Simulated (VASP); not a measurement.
# LaBi (Fm-3m) in VASP: further runs

LaBi is run at these levels: LDA; tasks: single point.

Program: VASP 6.6.1. These are calculated values, not measurements. Logs are shortened: lines on timing, memory, paths and dates and some standing lists are left out, and cuts for length are marked.

### Step 1. The cell of the first run

Symmetry: Fm-3m, No. 225, cubic system. Conventional cell: a = 6.736 Å, b = 6.736 Å, c = 6.736 Å, α = 90.00°, β = 90.00°, γ = 90.00°. Within 4.4 Å of La (site symmetry m-3m) lie 6 Bi at 3.37 Å. Within 4.4 Å of Bi (site symmetry m-3m) lie 6 La at 3.37 Å.

### Step 2. Single point, LDA

Input file INCAR:

```
  ALGO = Normal
  EDIFF = 1E-6
  ENCUT = 520
  ISIF = 2
  ISMEAR = 1
  LASPH = T
  LCHARG = F
  LREAL = F
  LWAVE = F
  NBANDS = 20
  NELM = 80
  PREC = Accurate
  SIGMA = 0.05
```

Input file KPOINTS:

```
k-points
0
Gamma
  6 6 6
```

Input file POSCAR:

```
LaBi
1.0
    0.0000000000      3.3677976270      3.3677976270
    3.3677976270      0.0000000000      3.3677976270
    3.3677976270      3.3677976270      0.0000000000
La Bi
1 1
Direct
    0.0000000000      0.0000000000      0.0000000000
    0.5000000000      0.5000000000      0.5000000000
```

Potentials or basis: VASP PAW LDA potentials, release 64 (La, Bi_d).

Command:

```bash
$ cat potpaw_LDA.64/La/POTCAR potpaw_LDA.64/Bi_d/POTCAR > POTCAR
$ mpirun -np 1 vasp_std > vasp.out
```

OUTCAR:

```text
EDIFF = 1E-6
   ENCUT = 520
   ISIF = 2
   ISMEAR = 1
   LASPH = T
   LREAL = F
   NELM = 80
   PREC = Accurate

 ion  position               nearest neighbor table
   1  0.000  0.000  0.000-   2 3.37   2 3.37   2 3.37   2 3.37   2 3.37   2 3.37
   2  0.500  0.500  0.500-   1 3.37   1 3.37   1 3.37   1 3.37   1 3.37   1 3.37

  LATTYP: Found a face centered cubic cell.
 ALAT       =     6.7355952540

  Lattice vectors:

 A1 = (   0.0000000000,   3.3677976270,   3.3677976270)
 A2 = (   3.3677976270,   0.0000000000,   3.3677976270)
 A3 = (   3.3677976270,   3.3677976270,   0.0000000000)

Analysis of symmetry for initial positions (statically):
=====================================================================
 Subroutine PRICEL returns:
 Original cell was already a primitive cell.

 Routine SETGRP: Setting up the symmetry group for a
 face centered cubic supercell.

 Subroutine GETGRP returns: Found 48 space group operations
 (whereof 48 operations were pure point group operations)
 out of a pool of 48 trial point group operations.

The static configuration has the point symmetry O_h .

Analysis of symmetry for dynamics (positions and initial velocities):
=====================================================================
 Subroutine PRICEL returns:
 Original cell was already a primitive cell.

 Routine SETGRP: Setting up the symmetry group for a
 face centered cubic supercell.

 Subroutine GETGRP returns: Found 48 space group operations
 (whereof 48 operations were pure point group operations)
 out of a pool of 48 trial point group operations.

The dynamic configuration has the point symmetry O_h .

 Subroutine INISYM returns: Found 48 space group operations
 (whereof 48 operations are pure point group operations),
 and found     1 'primitive' translations

----------------------------------------------------------------------------------------

                                     Primitive cell

  volume of cell :      76.3955

  direct lattice vectors                    reciprocal lattice vectors
     0.000000000  3.367797627  3.367797627    -0.148464978  0.148464978  0.148464978
     3.367797627  0.000000000  3.367797627     0.148464978 -0.148464978  0.148464978
     3.367797627  3.367797627  0.000000000     0.148464978  0.148464978 -0.148464978

  length of vectors
     4.762785079  4.762785079  4.762785079     0.257148885  0.257148885  0.257148885

  position of ions in fractional coordinates (direct lattice)
     0.000000000  0.000000000  0.000000000
     0.500000000  0.500000000  0.500000000

  ion indices of the primitive-cell ions
   primitive index   ion index
                 1           1
                 2           2

----------------------------------------------------------------------------------------

 KPOINTS: k-points

Automatic generation of k-mesh.
 Grid dimensions read from file:
 generate k-points for:    6    6    6

 Generating k-lattice:

  Cartesian coordinates                     Fractional coordinates (reciprocal lattice)
    -0.024744163  0.024744163  0.024744163     0.166666667  0.000000000  0.000000000
     0.024744163 -0.024744163  0.024744163     0.000000000  0.166666667  0.000000000
     0.024744163  0.024744163 -0.024744163     0.000000000  0.000000000  0.166666667

  Length of vectors
     0.042858147  0.042858147  0.042858147

  Shift w.r.t. Gamma in fractional coordinates (k-lattice)
     0.000000000  0.000000000  0.000000000

 Subroutine IBZKPT returns following result:
 ===========================================

 Found     16 irreducible k-points:

 Following reciprocal coordinates:
            Coordinates               Weight
  0.000000  0.000000  0.000000      1.000000
  0.166667  0.000000  0.000000      8.000000
  0.333333  0.000000  0.000000      8.000000
  0.500000  0.000000  0.000000      4.000000
  0.166667  0.166667  0.000000      6.000000
  0.333333  0.166667  0.000000     24.000000
[... 8 lines left out ...]
 -0.333333  0.333333  0.166667     24.000000
 -0.333333  0.500000  0.166667     12.000000
   k-points           NKPTS =     16   k-points in BZ     NKDIM =     16   number of bands    NBANDS=     20
   number of dos      NEDOS =    301   number of ions     NIONS =      2
   total plane-waves  NPLWV =  46656
   dimension x,y,z NGX =    36 NGY =   36 NGZ =   36
   dimension x,y,z NGXF=    72 NGYF=   72 NGZF=   72
   ions per type =               1   1
   NGX,Y,Z   is equivalent  to a cutoff of  12.57, 12.57, 12.57 a.u.
   NGXF,Y,Z  is equivalent  to a cutoff of  25.13, 25.13, 25.13 a.u.
 SYSTEM =  unknown system
   PREC   = accura    normal or accurate (medium, high low for compatibility)
   ISTART =      0    job   : 0-new  1-cont  2-samecut
   ICHARG =      2    charge: 1-file 2-atom 10-const
   ISPIN  =      1    spin polarized calculation?
   LNONCOLLINEAR =      F non collinear calculations
   LSORBIT =      F    spin-orbit coupling
   LASPH  =      T    aspherical Exc in radial PAW
   ENCUT  =  520.0 eV  38.22 Ry    6.18 a.u.   8.86  8.86  8.86*2*pi/ulx,y,z
   NELM   =     80;   NELMIN=  2; NELMDL= -5     # of ELM steps
   EDIFF  = 0.1E-05   stopping-criterion for ELM
   LREAL  =      F    real-space projection
   EDIFFG = 0.1E-04   stopping-criterion for IOM
   NSW    =      0    number of steps for IOM
   IBRION =     -1    ionic relax: 0-MD 1-quasi-New 2-CG
   NFREE  =      0    steps in history (QN), initial steepest desc. (CG)
   ISIF   =      2    stress and relaxation
   ISYM   =      2    0-nonsym 1-usesym 2-fastsym
   POTIM  = 0.5000    time-step for ionic-motion
   TEBEG  =    0.0;   TEEND  =   0.0 temperature during run
   PSTRESS=    0.0 pullay stress
   NELECT =      26.0000    total number of electrons
   NUPDOWN=      -1.0000    fix difference up-down
   EMIN   =  10.00;   EMAX   =-10.00  energy-range for DOS
   EFERMI =   0.00;   METHOD = LEGACY
   ISMEAR =     1;   SIGMA  =   0.05  broadening in eV -4-tet -1-fermi 0-gaus
   EFERMI_NEDOS =   21; number of points for ismear=-14 and -15
   IALGO  =     38    algorithm
   IMIX   =      4    mixing-type and parameters
     AMIX     =   0.40;   BMIX     =  1.00
     AMIX_MAG =   1.60;   BMIX_MAG =  1.00
  volume/ion in A,a.u.               =      38.20       257.77
  Fermi-wavevector in a.u.,A,eV,Ry     =   1.142992  2.159942 17.775077  1.306431
  Thomas-Fermi vector in A             =   2.279689
   LORBIT       =      0    0 simple, 1 ext, 2 COOP (PROOUT), +10 PAW based schemes
   GGA     = CA    functional components
   LHFCALC =     F    Hartree Fock is set to
   AEXX    =    0.0000 exact exchange contribution
   IVDW    =     0    specifies the selected vdW correction
   LEPSILON=     F    determine dielectric tensor
   LRPA    =     F    only Hartree local field effects (RPA)
 non-spin polarized calculation
 Methfessel and Paxton  Order N= 1 SIGMA  =   0.05
  energy-cutoff  :      520.00
  volume of cell :       76.40
 maximum number of plane-waves:      2085
   NGX = 17   NGY = 17   NGZ = 17

 number of electron      26.0000004 magnetization

 Free energy of the ion-electron system (eV)
  ---------------------------------------------------
  ext. energy  EPLUGINS =         0.00000000
  ---------------------------------------------------
  free energy    TOTEN  =       -12.16816381 eV

  energy without entropy =      -12.16826539  energy(sigma->0) =      -12.16819767

 E-fermi :   5.9046     XC(G=0):  -9.4817

 val. band max:        5.8680396974   @ k =   0.5000   0.5000   0.0000
 cond. band min:       6.0977670644   @ k =   0.3333   0.3333   0.0000
 fundamental gap:      0.2297273671
 Fermi energy:         5.9046430551

 k-point     1 :       0.0000    0.0000    0.0000
  band No.  band energies     occupation
      1     -26.8045      2.00000
      2     -15.5791      2.00000
      3     -15.5791      2.00000
      4     -15.5352      2.00000
      5     -15.5352      2.00000
      6     -15.5352      2.00000
[... 12 lines left out ...]
     19       7.7330      0.00000
     20       7.7333      0.00000

 k-point     2 :       0.1667    0.0000    0.0000
  band No.  band energies     occupation
      1     -26.8018      2.00000
      2     -15.5823      2.00000
      3     -15.5823      2.00000
      4     -15.5351      2.00000
      5     -15.5342      2.00000
      6     -15.5342      2.00000
[... 12 lines left out ...]
     19       7.7040      0.00000
     20       7.7354      0.00000

 k-point     3 :       0.3333    0.0000    0.0000
  band No.  band energies     occupation
      1     -26.7963      2.00000
      2     -15.5890      2.00000
      3     -15.5890      2.00000
      4     -15.5349      2.00000
      5     -15.5319      2.00000
      6     -15.5319      2.00000
[... 12 lines left out ...]
     19       7.6969      0.00000
     20       7.7397      0.00000

 k-point     4 :       0.5000    0.0000    0.0000
  band No.  band energies     occupation
      1     -26.7936      2.00000
      2     -15.5924      2.00000
      3     -15.5924      2.00000
      4     -15.5349      2.00000
      5     -15.5307      2.00000
      6     -15.5307      2.00000
[... 12 lines left out ...]
     19       7.7105      0.00000
     20       7.7419      0.00000

 k-point     5 :       0.1667    0.1667    0.0000
  band No.  band energies     occupation
      1     -26.8010      2.00000
      2     -15.5857      2.00000
      3     -15.5781      2.00000
      4     -15.5359      2.00000
      5     -15.5334      2.00000
      6     -15.5334      2.00000
[... 12 lines left out ...]
     19       7.6904      0.00000
     20       7.8230      0.00000
[... 169 lines left out ...]
      6     -15.5269      2.00000
[... 12 lines left out ...]
     19       7.6975      0.00000
     20       8.0617      0.00000

 k-point    14 :       0.5000    0.3333    0.1667
  band No.  band energies     occupation
      1     -26.7935      2.00000
      2     -15.5871      2.00000
      3     -15.5791      2.00000
      4     -15.5351      2.00000
      5     -15.5308      2.00000
      6     -15.5293      2.00000
[... 12 lines left out ...]
     19       7.6956      0.00000
     20       7.7597      0.00000

 k-point    15 :      -0.3333    0.3333    0.1667
  band No.  band energies     occupation
      1     -26.7919      2.00000
      2     -15.5874      2.00000
      3     -15.5773      2.00000
      4     -15.5331      2.00000
      5     -15.5322      2.00000
      6     -15.5281      2.00000
[... 12 lines left out ...]
     19       7.6998      0.00000
     20       7.7324      0.00000

 k-point    16 :      -0.3333    0.5000    0.1667
  band No.  band energies     occupation
      1     -26.7914      2.00000
      2     -15.5830      2.00000
      3     -15.5721      2.00000
      4     -15.5354      2.00000
      5     -15.5299      2.00000
      6     -15.5269      2.00000
[... 12 lines left out ...]
     19       7.6974      0.00000
     20       7.7737      0.00000

------------------------ aborting loop because EDIFF is reached ----------------------------------------

  FORCE on cell =-STRESS in cart. coord.  units (eV):
  Direction    XX          YY          ZZ          XY          YZ          ZX
  --------------------------------------------------------------------------------------
  -------------------------------------------------------------------------------------
  Total       -2.2338496     -2.2338496     -2.2338496      0.0000000      0.0000000      0.0000000
  in kB      -46.8485932    -46.8485932    -46.8485932      0.0000000      0.0000000      0.0000000
  external PRESSURE =     -46.8485932 kB  Pullay stress =       0.0000000 kB

 VOLUME and BASIS-vectors are now :
 -----------------------------------------------------------------------------
  energy-cutoff  :      520.00
  volume of cell :       76.40
      direct lattice vectors                 reciprocal lattice vectors
     0.000000000  3.367797627  3.367797627    -0.148464978  0.148464978  0.148464978
     3.367797627  0.000000000  3.367797627     0.148464978 -0.148464978  0.148464978
     3.367797627  3.367797627  0.000000000     0.148464978  0.148464978 -0.148464978

 POSITION                                       TOTAL-FORCE (eV/Angst)
 -----------------------------------------------------------------------------------
      0.00000      0.00000      0.00000        -0.000000     -0.000000     -0.000000
      3.36780      3.36780      3.36780         0.000000      0.000000      0.000000
 -----------------------------------------------------------------------------------
    total drift:                                0.000000      0.000000      0.000000

  FREE ENERGIE OF THE ION-ELECTRON SYSTEM (eV)
  ---------------------------------------------------
  free  energy   TOTEN  =       -12.1681638139 eV

  energy  without entropy=      -12.1682653905  energy(sigma->0) =      -12.16819767
```

It took 33 s on 1 thread of AMD EPYC 7R13 (Zen 3), shared host; peak memory 0.16 GiB.

Results:

* Free energy: -12.1682 eV
* Pressure: -4.7 GPa
* Band gap on the k mesh: zero (band 13 reaches 6.17 eV, above the bottom of band 14 at 5.87 eV)

Caveat: spin-orbit coupling is left out, which moves the levels of the heavy elements.

### Step 3. Single point, LDA

This run uses another cell than the first one, of 39.61 Å³/atom, 1.037 times its volume.

Input file INCAR:

```
SYSTEM = LaBi
  PREC = Accurate
  ENCUT = 520
  EDIFF = 1E-6
  ISMEAR = 1
  SIGMA = 0.05
  LREAL = .FALSE.
  LASPH = .TRUE.
  NELM = 80
  ALGO = Normal
  ISIF = 2
  LWAVE = .FALSE.
  LCHARG = .TRUE.
  GGA = CA
  LELF = .TRUE.
  LVHAR = .TRUE.
  NBANDS = 20
```

Input file KPOINTS:

```
regular mesh
0
G
  6 6 6
  0 0 0
```

Input file POSCAR:

```
LaBi
1.0
    0.0000000000      3.4088723779      3.4088723779
    3.4088723779      0.0000000000      3.4088723779
    3.4088723779      3.4088723779      0.0000000000
La Bi
1 1
Direct
    0.0000000000      0.0000000000      0.0000000000
    0.5000000000      0.5000000000      0.5000000000
```

Potentials or basis: VASP PAW LDA potentials, release 64 (La, Bi_d).

Command:

```bash
$ cat potpaw_LDA.64/La/POTCAR potpaw_LDA.64/Bi_d/POTCAR > POTCAR
$ mpirun -np 1 vasp_std > vasp.out
```

It took 38 s on 1 thread of AMD EPYC 7R13 (Zen 3), shared host; peak memory 0.16 GiB.

The run converged. Its results:

```
Free energy            : -12.0745 eV
Pressure               : -5.9 GPa
Band gap on the k mesh : zero (band 13 reaches 5.82 eV, above the bottom of band 14 at 5.60 eV)
```

Levels at points of the mesh, in eV from the Fermi level:
```
           k point  band 9  band 10  band 11  band 12  band 13  band 14  band 15  band 16  band 17  band 18
(0.00, 0.00, 0.00)  -16.52   -10.18     0.19     0.19     0.19     1.22     1.22     1.22     1.40     1.65
(0.50, 0.00, 0.00)  -16.50    -9.42    -2.97    -1.42    -1.42     1.37     1.48     1.48     1.60     1.60
(0.50, 0.50, 0.00)  -16.57    -9.81    -1.54    -0.32    -0.32    -0.04     1.50     1.53     1.56     1.56
```

Caveat: spin-orbit coupling is left out, which moves the levels of the heavy elements.
